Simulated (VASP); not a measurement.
**Cu: single point with PBE**

Cu:

```
CELL_PARAMETERS angstrom
0.00000 2.69447 2.69447
2.69447 0.00000 2.69447
2.69447 2.69447 0.00000
ATOMIC_POSITIONS crystal
Cu 0.00000 0.00000 0.00000
Cu 0.25000 0.25000 0.25000
```

* Program: VASP 6.6.1
* Task: single point
* Functional: PBE
* Potentials or basis: VASP PAW PBE potentials, release 64 (Cu)
* Cutoff: 520 eV
* k mesh: 35 × 35 × 35
* Occupations: fermi-dirac, width 0.0612256 eV
* Spin: no spin polarisation

```yaml
Pressure: -1.1 GPa
Band_gap_on_the_k_mesh: zero (band 11 reaches 3.10 eV, above the bottom of band 12 at 2.23 eV)
```

Levels at points of the mesh, in eV from the Fermi level:
```csv
k point,band 8,band 9,band 10,band 11,band 12,band 13,band 14,band 15
"(0.00, 0.00, 0.00)",-1.82,-1.82,-1.20,-1.20,9.60,9.60,9.60,10.52
```

Run time: 4.1 min on 1 thread of Intel(R) Xeon(R) 6975P-C (Granite Rapids), with other jobs on the host, peak memory 0.69 GiB.
